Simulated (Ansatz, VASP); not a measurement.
## Two plane-wave programs on LaAl2N3

Contents of INCAR:

```
SYSTEM = LaAl2N3
  ALGO = Normal
  EDIFF = 1E-6
  EDIFFG = -0.04
  ENCUT = 600
  GGA = PE
  IBRION = 2
  ISIF = 3
  ISMEAR = 0
  LASPH = .TRUE.
  LCHARG = .FALSE.
  LREAL = .FALSE.
  LWAVE = .FALSE.
  NELM = 60
  NSW = 90
  PREC = Accurate
  SIGMA = 0.1
```

The input KPOINTS:

```
k-points
0
G
  6 6 2
  0 0 0
```

The input POSCAR:

```
LaAl2N3
1.0
    3.5009900000      0.0000000000      0.0000000000
   -1.7504950000      3.0319462800      0.0000000000
    0.0000000000      0.0000000000      8.5877800400
La Al N
1 2 3
Direct
    0.0000000000      0.0000000000      0.0000000000
    0.3333333300      0.6666666700      0.6616931600
    0.6666666700      0.3333333300      0.3383068400
    0.0000000000      0.0000000000      0.5000000000
    0.3333333300      0.6666666700      0.1769821900
    0.6666666700      0.3333333300      0.8230178100
```

Input for Ansatz:

```yaml
crystal:
  lattice:
    - [3.50099, 0.0, 0.0]
    - [-1.750495, 3.03194628, 0.0]
    - [0.0, 0.0, 8.58778004]
  atoms:
    - { symbol: La, position: [0.0, 0.0, 0.0] }
    - { symbol: Al, position: [0.33333333, 0.66666667, 0.66169316] }
    - { symbol: Al, position: [0.66666667, 0.33333333, 0.33830684] }
    - { symbol: "N", position: [0.0, 0.0, 0.5] }
    - { symbol: "N", position: [0.33333333, 0.66666667, 0.17698219] }
    - { symbol: "N", position: [0.66666667, 0.33333333, 0.82301781] }
basis:
  ecutwfc: 420
kpoints:
  mp_grid: { grid: [6, 6, 2] }
hamiltonian:
  xc: pbe
scf:
  occupations: { method: gaussian, width: 0.1 }
  lower_state_search: "off"
output:
  forces: true
  stress: true
  eigenvalues: true
relax:
  adjacent_minimum: "off"
  f_tol: 0.04
  max_steps: 70
  cell: { stress_tol: 0.4 }
```

Change from the starting cell: species swapped into the K3BrCl2 type (P-3m1, No. 164).

Alike in both runs: task relaxation of cell and atoms; functional PBE; k mesh 6 × 6 × 2; occupations gaussian, width 0.1 eV; no spin polarisation.

|  | VASP | Ansatz |
| --- | --- | --- |
| version | VASP 6.6.1 | Ansatz 0.2.0 |
| potentials or method | VASP PAW PBE potentials, release 64 (La, Al, N), cutoff 600 eV | scalar-relativistic, plane waves, PAW |
| valence electrons in the cell | 32 | 32 |

|  | VASP | Ansatz | Ansatz less VASP |
| --- | --- | --- | --- |
| gap on the k mesh at the Fermi level, each at its own relaxed structure (eV) | none | none | - |
| relaxed volume (Å³/atom) | 11.37 | 11.39 | +0.013 |
| relaxed cell length with the largest relative difference (Å) | 7.901 | 7.908 | +0.0075 |

A gap of «none» marks a metal or a gap that the smearing closes.

The k mesh is coarse, so the values compare programs but aren't converged. Neither program's run includes spin-orbit coupling. Noted on VASP's run: the volume moved by over 15 % at a fixed basis, so the end points are rough.
